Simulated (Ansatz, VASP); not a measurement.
One calculation of LiF, two programs

```
CELL_PARAMETERS angstrom
0.00000 1.95381 1.95381
1.95381 0.00000 1.95381
1.95381 1.95381 0.00000
ATOMIC_POSITIONS crystal
Li 0.00000 0.00000 0.00000
F 0.50000 0.50000 0.50000
```

Alike in both runs: functional LDA; k mesh 8 × 8 × 8; occupations gaussian, width 0.1 eV; no spin polarisation.

Ansatz relaxed the structure, and its values are those at the end. VASP's run is a single point on that final structure, the one shown.

|  | VASP | Ansatz |
| --- | --- | --- |
| version | VASP 6.6.1 | Ansatz 0.2.0 |
| potentials or method | VASP PAW LDA potentials, release 64 (Li_sv, F), cutoff 520 eV | scalar-relativistic, plane waves, PAW |
| valence electrons in the cell | 10 | 10 |

Ansatz gave:

```
gap on the k mesh at the Fermi level (eV) : 9.71
least direct gap on the mesh (eV)         : 9.71
```

Problem. Which values does VASP return?

Solution. gap on the k mesh at the Fermi level (eV): 9.70; least direct gap on the mesh (eV): 9.70.

Ansatz warns that its potentials were made for another functional, while VASP's fit it. LDA's correlation is that of Perdew and Zunger in VASP and of Perdew and Wang (1992) in Ansatz.

Noted on VASP's run: the cutoff is short for stress, so the pressure is rough.
